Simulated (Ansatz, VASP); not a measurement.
Ta2Ti: VASP beside Ansatz

```
Ti Ta
1.0
     2.75972    0.00000    0.00000
     0.00000    2.75972    0.00000
     0.00000    0.00000    5.72100
Ti Ta
1 2
Direct
  0.00000 0.00000 0.00000
  0.50000 0.50000 0.28432
  0.50000 0.50000 0.71568
```

Change from the starting cell: species swapped into the Ga2Cu type (P4/mmm, No. 123).

Alike in both runs: task relaxation of cell and atoms; functional PBE; k mesh 6 × 6 × 4; occupations gaussian, width 0.1 eV; no spin polarisation.

|  | VASP | Ansatz |
| --- | --- | --- |
| version | VASP 6.6.1 | Ansatz 0.2.0 |
| potentials or method | VASP PAW PBE potentials, release 64 (Ti_sv, Ta_pv), cutoff 600 eV | scalar-relativistic, plane waves, PAW |
| valence electrons in the cell | 34 | 38 |

```tsv
	VASP	Ansatz	Ansatz less VASP
gap on the k mesh at the Fermi level, each at its own relaxed structure (eV)	none	none	-
relaxed volume (Å³/atom)	18.83	18.82	-0.010
relaxed cell length with the largest relative difference (Å)	7.271	7.290	+0.0189
```

A gap of «none» marks a metal or a gap that the smearing closes. VASP's potentials hold 34 valence electrons a cell and Ansatz's 38, so a difference there can come from the potentials and not from the codes.

The k mesh is coarse, so the values compare programs but aren't converged. Spin-orbit coupling is off throughout. Noted on VASP's run: the volume moved by over 15 % at a fixed basis, so the end points are rough.
